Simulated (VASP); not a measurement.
# CaAl2Sb2 in VASP: further runs

Runs on CaAl2Sb2. Level: PBE. Tasks: single point.

Everything below comes from runs of VASP 6.6.1. Logs are shortened: lines on timing, memory, paths and dates and some standing lists are left out, and cuts for length are marked.

### Step 1. The cell of the first run

It takes space group P-3m1 (No. 164, trigonal). Conventional cell: a = 4.981 Å, b = 4.981 Å, c = 6.044 Å, α = 90.00°, β = 90.00°, γ = 120.00°. Sb (site symmetry 3m) has 5 Al at 2.75 to 3.30 Å and 3 Ca at 3.28 Å within 3.6 Å. Within 4.3 Å of Ca (site symmetry -3m) lie 6 Sb at 3.28 Å and 6 Al at 3.35 Å. Within 3.6 Å of Al (site symmetry 3m) lie 5 Sb at 2.75 to 3.30 Å and 3 Ca at 3.35 Å.

### Step 2. Single point, PBE

INCAR reads:

```
SYSTEM = CaAl2Sb2
PREC = Accurate
ENCUT = 520
EDIFF = 1E-6
ISMEAR = -1
SIGMA = 0.05
LREAL = .FALSE.
LASPH = .TRUE.
NELM = 60
ALGO = Normal
ISIF = 2
LWAVE = .FALSE.
LCHARG = .FALSE.
GGA = PE
NBANDS = 21
```

KPOINTS reads:

```
regular mesh
0
G
  6 6 5
  0 0 0
```

POSCAR reads:

```
CaAl2Sb2
1.0
    4.9811377207      0.0000000000      0.0000000000
   -2.4905688604      4.3137918059      0.0000000000
    0.0000000000      0.0000000000      6.0444695700
Sb Ca Al
2 1 2
Direct
    0.3333333333      0.6666666667      0.2616641700
    0.6666666667      0.3333333333      0.7383358300
    0.0000000000      0.0000000000      0.0000000000
    0.3333333333      0.6666666667      0.7159555300
    0.6666666667      0.3333333333      0.2840444700
```

Potentials or basis: VASP PAW PBE potentials, release 64 (Sb, Ca_sv, Al).

The run is started by

```sh
cat potpaw_PBE.64/Sb/POTCAR potpaw_PBE.64/Ca_sv/POTCAR potpaw_PBE.64/Al/POTCAR > POTCAR
mpirun -np 1 vasp_std > vasp.out
```

OUTCAR:

```text
SYSTEM = CaAl2Sb2
   PREC = Accurate
   ENCUT = 520
   EDIFF = 1E-6
   ISMEAR = -1
   LREAL = .FALSE.
   LASPH = .TRUE.
   NELM = 60
   ISIF = 2
   GGA = PE

 ion  position               nearest neighbor table
   1  0.333  0.667  0.262-   4 2.75   5 2.88   5 2.88   5 2.88   3 3.28   3 3.28   3 3.28   4 3.30

   2  0.667  0.333  0.738-   5 2.75   4 2.88   4 2.88   4 2.88   3 3.28   3 3.28   3 3.28   5 3.30

   3  0.000  0.000  0.000-   1 3.28   2 3.28   2 3.28   1 3.28   2 3.28   1 3.28
   4  0.333  0.667  0.716-   1 2.75   2 2.88   2 2.88   2 2.88   1 3.30
   5  0.667  0.333  0.284-   2 2.75   1 2.88   1 2.88   1 2.88   2 3.30

  LATTYP: Found a hexagonal cell.
 ALAT       =     4.9811377207
 C/A-ratio  =     1.2134716824

  Lattice vectors:

 A1 = (   4.9811377207,   0.0000000000,   0.0000000000)
 A2 = (  -2.4905688604,   4.3137918059,   0.0000000000)
 A3 = (   0.0000000000,   0.0000000000,   6.0444695700)

Analysis of symmetry for initial positions (statically):
=====================================================================
 Subroutine PRICEL returns:
 Original cell was already a primitive cell.

 Routine SETGRP: Setting up the symmetry group for a
 hexagonal supercell.

 Subroutine GETGRP returns: Found 12 space group operations
 (whereof 12 operations were pure point group operations)
 out of a pool of 24 trial point group operations.

The static configuration has the point symmetry D_3d.

Analysis of symmetry for dynamics (positions and initial velocities):
=====================================================================
 Subroutine PRICEL returns:
 Original cell was already a primitive cell.

 Routine SETGRP: Setting up the symmetry group for a
 hexagonal supercell.

 Subroutine GETGRP returns: Found 12 space group operations
 (whereof 12 operations were pure point group operations)
 out of a pool of 24 trial point group operations.

The dynamic configuration has the point symmetry D_3d.

 Subroutine INISYM returns: Found 12 space group operations
 (whereof 12 operations are pure point group operations),
 and found     1 'primitive' translations

----------------------------------------------------------------------------------------

                                     Primitive cell

  volume of cell :     129.8811

  direct lattice vectors                    reciprocal lattice vectors
     4.981137721  0.000000000  0.000000000     0.200757348  0.115907309  0.000000000
    -2.490568860  4.313791806  0.000000000     0.000000000  0.231814618  0.000000000
     0.000000000  0.000000000  6.044469570     0.000000000  0.000000000  0.165440489

  length of vectors
     4.981137721  4.981137721  6.044469570     0.231814618  0.231814618  0.165440489

  position of ions in fractional coordinates (direct lattice)
     0.333333333  0.666666667  0.261664170
     0.666666667  0.333333333  0.738335830
     0.000000000  0.000000000  0.000000000
     0.333333333  0.666666667  0.715955530
     0.666666667  0.333333333  0.284044470

  ion indices of the primitive-cell ions
   primitive index   ion index
                 1           1
                 2           2
                 3           3
                 4           4
                 5           5

----------------------------------------------------------------------------------------

 KPOINTS: regular mesh

Automatic generation of k-mesh.
 Grid dimensions read from file:
 generate k-points for:    6    6    5

 Generating k-lattice:

  Cartesian coordinates                     Fractional coordinates (reciprocal lattice)
     0.033459558  0.019317885  0.000000000     0.166666667  0.000000000  0.000000000
     0.000000000  0.038635770  0.000000000     0.000000000  0.166666667  0.000000000
     0.000000000  0.000000000  0.033088098     0.000000000  0.000000000  0.200000000

  Length of vectors
     0.038635770  0.038635770  0.033088098

  Shift w.r.t. Gamma in fractional coordinates (k-lattice)
     0.000000000  0.000000000  0.000000000

 Subroutine IBZKPT returns following result:
 ===========================================

 Found     27 irreducible k-points:

 Following reciprocal coordinates:
            Coordinates               Weight
  0.000000  0.000000  0.000000      1.000000
  0.166667  0.000000  0.000000      6.000000
  0.333333 -0.000000  0.000000      6.000000
  0.500000 -0.000000  0.000000      3.000000
  0.166667  0.166667  0.000000      6.000000
  0.333333  0.166667  0.000000     12.000000
[... 16 lines left out ...]
  0.500000 -0.000000  0.400000      6.000000
  0.166667  0.166667  0.400000     12.000000
 [... further k-points ...]
   k-points           NKPTS =     27   k-points in BZ     NKDIM =     27   number of bands    NBANDS=     21
   number of dos      NEDOS =    301   number of ions     NIONS =      5
   total plane-waves  NPLWV =  76800
   dimension x,y,z NGX =    40 NGY =   40 NGZ =   48
   dimension x,y,z NGXF=    80 NGYF=   80 NGZF=   96
   ions per type =               2   1   2
   NGX,Y,Z   is equivalent  to a cutoff of  13.35, 13.35, 13.20 a.u.
   NGXF,Y,Z  is equivalent  to a cutoff of  26.70, 26.70, 26.40 a.u.
 SYSTEM =  CaAl2Sb2
   PREC   = accura    normal or accurate (medium, high low for compatibility)
   ISTART =      0    job   : 0-new  1-cont  2-samecut
   ICHARG =      2    charge: 1-file 2-atom 10-const
   ISPIN  =      1    spin polarized calculation?
   LNONCOLLINEAR =      F non collinear calculations
   LSORBIT =      F    spin-orbit coupling
   LASPH  =      T    aspherical Exc in radial PAW
   ENCUT  =  520.0 eV  38.22 Ry    6.18 a.u.   9.26  9.26 11.24*2*pi/ulx,y,z
   NELM   =     60;   NELMIN=  2; NELMDL= -5     # of ELM steps
   EDIFF  = 0.1E-05   stopping-criterion for ELM
   LREAL  =      F    real-space projection
   EDIFFG = 0.1E-04   stopping-criterion for IOM
   NSW    =      0    number of steps for IOM
   IBRION =     -1    ionic relax: 0-MD 1-quasi-New 2-CG
   NFREE  =      0    steps in history (QN), initial steepest desc. (CG)
   ISIF   =      2    stress and relaxation
   ISYM   =      2    0-nonsym 1-usesym 2-fastsym
   POTIM  = 0.5000    time-step for ionic-motion
   TEBEG  =    0.0;   TEEND  =   0.0 temperature during run
   PSTRESS=    0.0 pullay stress
   NELECT =      26.0000    total number of electrons
   NUPDOWN=      -1.0000    fix difference up-down
   EMIN   =  10.00;   EMAX   =-10.00  energy-range for DOS
   EFERMI =   0.00;   METHOD = LEGACY
   ISMEAR =    -1;   SIGMA  =   0.05  broadening in eV -4-tet -1-fermi 0-gaus
   EFERMI_NEDOS =   21; number of points for ismear=-14 and -15
   IALGO  =     38    algorithm
   IMIX   =      4    mixing-type and parameters
     AMIX     =   0.40;   BMIX     =  1.00
     AMIX_MAG =   1.60;   BMIX_MAG =  1.00
  volume/ion in A,a.u.               =      25.98       175.30
  Fermi-wavevector in a.u.,A,eV,Ry     =   0.957673  1.809740 12.478418  0.917138
  Thomas-Fermi vector in A             =   2.086712
   LORBIT       =      0    0 simple, 1 ext, 2 COOP (PROOUT), +10 PAW based schemes
   GGA     = PE    functional components
   LHFCALC =     F    Hartree Fock is set to
   AEXX    =    0.0000 exact exchange contribution
   IVDW    =     0    specifies the selected vdW correction
   LEPSILON=     F    determine dielectric tensor
   LRPA    =     F    only Hartree local field effects (RPA)
 non-spin polarized calculation
  energy-cutoff  :      520.00
  volume of cell :      129.88
 maximum number of plane-waves:      3526
 NGX is ok and might be reduce to    40
   NGX = 19   NGY = 19   NGZ = 23

 number of electron      25.9999998 magnetization

 Free energy of the ion-electron system (eV)
  ---------------------------------------------------
  ext. energy  EPLUGINS =         0.00000000
  ---------------------------------------------------
  free energy    TOTEN  =       -19.07708372 eV

  energy without entropy =      -19.06691009  energy(sigma->0) =      -19.07199691

 E-fermi :   6.2596     XC(G=0):  -9.2926

 val. band max:        6.1703231343   @ k =  -0.1667   0.5000   0.4000
 cond. band min:       6.2918022760   @ k =   0.1667   0.0000   0.0000
 fundamental gap:      0.1214791417
 Fermi energy:         6.2596328821

 k-point     1 :       0.0000    0.0000    0.0000
  band No.  band energies     occupation
      1     -35.3994      2.00000
      2     -16.4564      2.00000
      3     -16.4364      2.00000
      4     -16.4364      2.00000
      5      -5.1550      2.00000
      6      -2.8876      2.00000
[... 13 lines left out ...]
     20       8.5005      0.00000
     21       8.5005      0.00000

 k-point     2 :       0.1667    0.0000    0.0000
  band No.  band energies     occupation
      1     -35.3993      2.00000
      2     -16.4556      2.00000
      3     -16.4405      2.00000
      4     -16.4373      2.00000
      5      -4.9828      2.00000
      6      -2.9118      2.00000
[... 13 lines left out ...]
     20       8.8353      0.00000
     21       9.3154      0.00000

 k-point     3 :       0.3333   -0.0000    0.0000
  band No.  band energies     occupation
      1     -35.3991      2.00000
      2     -16.4539      2.00000
      3     -16.4487      2.00000
      4     -16.4390      2.00000
      5      -4.5202      2.00000
      6      -3.1012      2.00000
[... 13 lines left out ...]
     20      10.0999      0.00000
     21      10.3637      0.00000
[... 457 lines left out ...]
 k-point    23 :       0.5000   -0.0000    0.4000
  band No.  band energies     occupation
      1     -35.3990      2.00000
      2     -16.4538      2.00000
      3     -16.4523      2.00000
      4     -16.4398      2.00000
      5      -3.8449      2.00000
      6      -3.4492      2.00000
[... 13 lines left out ...]
     20      10.3795      0.00000
     21      10.6287      0.00000

 k-point    24 :       0.1667    0.1667    0.4000
  band No.  band energies     occupation
      1     -35.3991      2.00000
      2     -16.4548      2.00000
      3     -16.4458      2.00000
      4     -16.4393      2.00000
      5      -4.2271      2.00000
      6      -3.5954      2.00000
[... 13 lines left out ...]
     20       9.6601      0.00000
     21       9.7461      0.00000

 [... further k-points ...]

------------------------ aborting loop because EDIFF is reached ----------------------------------------

  FORCE on cell =-STRESS in cart. coord.  units (eV):
  Direction    XX          YY          ZZ          XY          YZ          ZX
  --------------------------------------------------------------------------------------
  -------------------------------------------------------------------------------------
  Total        0.5379940      0.5379940      0.5577230     -0.0000000      0.0000000      0.0000000
  in kB        6.6365459      6.6365459      6.8799167     -0.0000000      0.0000000      0.0000000
  external PRESSURE =       6.7176695 kB  Pullay stress =       0.0000000 kB

 VOLUME and BASIS-vectors are now :
 -----------------------------------------------------------------------------
  energy-cutoff  :      520.00
  volume of cell :      129.88
      direct lattice vectors                 reciprocal lattice vectors
     4.981137721  0.000000000  0.000000000     0.200757348  0.115907309  0.000000000
    -2.490568860  4.313791806  0.000000000     0.000000000  0.231814618  0.000000000
     0.000000000  0.000000000  6.044469570     0.000000000  0.000000000  0.165440489

 POSITION                                       TOTAL-FORCE (eV/Angst)
 -----------------------------------------------------------------------------------
     -0.00000      2.87586      1.58162        -0.000000      0.000000     -0.107402
      2.49057      1.43793      4.46285        -0.000000     -0.000000      0.107402
      0.00000      0.00000      0.00000        -0.000000      0.000000     -0.000000
     -0.00000      2.87586      4.32757         0.000000      0.000000      0.088498
      2.49057      1.43793      1.71690         0.000000      0.000000     -0.088498
 -----------------------------------------------------------------------------------
    total drift:                               -0.000000     -0.000000     -0.000000

  FREE ENERGIE OF THE ION-ELECTRON SYSTEM (eV)
  ---------------------------------------------------
  free  energy   TOTEN  =       -19.0770837250 eV

  energy  without entropy=      -19.0669100928  energy(sigma->0) =      -19.07199691
```

Wall time 52 s (1 thread of AMD EPYC 7R13 (Zen 3), shared host); peak memory 0.27 GiB.

Results:

```
Free energy            : -19.0771 eV
Pressure               : 0.7 GPa
Largest force          : 0.107 eV/Å
Band gap on the k mesh : zero (bands 13 and 14 overlap by 1.50 eV)
```

Forces in eV/Å, atoms in the order of the input:
```
Sb   0.000  0.000 -0.107
Sb   0.000  0.000  0.107
Ca   0.000  0.000  0.000
Al   0.000  0.000  0.088
Al   0.000  0.000 -0.088
```

Caveat: spin-orbit coupling is left out, which moves the levels of the heavy elements.

### Step 3. Single point, PBE (atoms moved at random)

INCAR reads:

```
PREC = Accurate
ENCUT = 520
EDIFF = 1E-6
ISMEAR = -1
SIGMA = 0.05
LREAL = False
LASPH = True
NELM = 80
ALGO = Fast
ISIF = 2
LWAVE = False
LCHARG = True
GGA = PE
LELF = True
LVHAR = True
NBANDS = 21
```

KPOINTS reads:

```
Automatic mesh
0
Gamma
  6 6 5
```

POSCAR reads:

```
CaAl2Sb2
1.0
    4.9811377207      0.0000000000      0.0000000000
   -2.4905688604      4.3137918059      0.0000000000
    0.0000000000      0.0000000000      6.0444695700
Sb Ca Al
2 1 2
Direct
    0.3326480000      0.6780950000      0.2620040000
    0.6646090000      0.3271020000      0.7384570000
    0.0103450000      0.0053280000      0.0009430000
    0.3374240000      0.6591320000      0.7156220000
    0.6630600000      0.3310970000      0.2914870000
```

Potentials or basis: VASP PAW PBE potentials, release 64 (Sb, Ca_sv, Al).

The run is started by

```sh
cat potpaw_PBE.64/Sb/POTCAR potpaw_PBE.64/Ca_sv/POTCAR potpaw_PBE.64/Al/POTCAR > POTCAR
mpirun -np 1 vasp_std > vasp.out
```

OUTCAR:

```text
PREC = Accurate
   ENCUT = 520
   EDIFF = 1E-6
   ISMEAR = -1
   LREAL = False
   LASPH = True
   NELM = 80
   ISIF = 2
   GGA = PE

 ion  position               nearest neighbor table
   1  0.333  0.678  0.262-   4 2.74   5 2.82   5 2.89   5 2.93   3 3.22   3 3.30   4 3.30   3 3.32

   2  0.665  0.327  0.738-   5 2.70   4 2.85   4 2.88   4 2.91   3 3.24   3 3.29   3 3.33   5 3.34

   3  0.010  0.005  0.001-   1 3.22   2 3.24   2 3.29   1 3.30   1 3.32   2 3.33
   4  0.337  0.659  0.716-   1 2.74   2 2.85   2 2.88   2 2.91   1 3.30
[... 782 lines left out ...]
  --------------------------------------------------------------------------------------
  -------------------------------------------------------------------------------------
  Total        0.3954641      0.6214245      1.0540288      0.0099435     -0.1336203      0.1398649
  in kB        4.8783365      7.6657211     13.0022088      0.1226603     -1.6483038      1.7253353
  external PRESSURE =       8.5154222 kB  Pullay stress =       0.0000000 kB

 VOLUME and BASIS-vectors are now :
 -----------------------------------------------------------------------------
  energy-cutoff  :      520.00
  volume of cell :      129.88
      direct lattice vectors                 reciprocal lattice vectors
     4.981137721  0.000000000  0.000000000     0.200757348  0.115907309  0.000000000
    -2.490568860  4.313791806  0.000000000     0.000000000  0.231814618  0.000000000
     0.000000000  0.000000000  6.044469570     0.000000000  0.000000000  0.165440489

 POSITION                                       TOTAL-FORCE (eV/Angst)
 -----------------------------------------------------------------------------------
     -0.03188      2.92516      1.58368         0.169511     -0.279080     -0.112915
      2.49584      1.41105      4.46358         0.088504      0.082898      0.281706
      0.03826      0.02298      0.00570        -0.134193     -0.068806      0.008345
      0.03914      2.84336      4.32556        -0.117281      0.092837      0.100509
      2.47817      1.42828      1.76188        -0.006541      0.172151     -0.277646
 -----------------------------------------------------------------------------------
    total drift:                                0.001368      0.000639      0.000067

  FREE ENERGIE OF THE ION-ELECTRON SYSTEM (eV)
  ---------------------------------------------------
  free  energy   TOTEN  =       -19.0504889432 eV

  energy  without entropy=      -19.0397585451  energy(sigma->0) =      -19.04512374
```

It took 3.9 min on 1 thread of AMD EPYC 7R13 (Zen 3), shared host; peak memory 0.42 GiB.

Results:

```yaml
Free_energy: -19.0505 eV
Pressure: 0.9 GPa
Largest_force: 0.345 eV/Å
Band_gap_on_the_k_mesh: zero (bands 13 and 14 overlap by 1.49 eV)
```

Forces on the atoms (eV/Å):
```
Sb   0.170 -0.279 -0.113
Sb   0.089  0.083  0.282
Ca  -0.134 -0.069  0.008
Al  -0.117  0.093  0.101
Al  -0.007  0.172 -0.278
```

Levels at points of the mesh, in eV from the Fermi level:
```tsv
k point	band 9	band 10	band 11	band 12	band 13	band 14	band 15	band 16	band 17	band 18
(0.00, 0.00, 0.00)	-3.52	-3.43	-1.39	-1.30	-0.72	-0.66	0.65	0.72	0.83	0.91
(0.50, 0.00, 0.00)	-4.03	-3.96	-3.06	-2.30	-2.07	0.90	1.87	2.06	2.97	3.41
(0.00, 0.50, 0.00)	-3.99	-3.89	-3.18	-2.21	-2.08	1.00	1.85	2.12	3.00	3.46
(0.50, 0.50, 0.00)	-4.03	-3.97	-3.04	-2.22	-2.07	0.91	1.86	2.03	2.99	3.40
```

Caveat: the cell differs from its parent crystal (atoms moved at random); spin-orbit coupling is left out, which moves the levels of the heavy elements.

The gap in the log of VASP goes by the Fermi energy; the results here count the filled bands.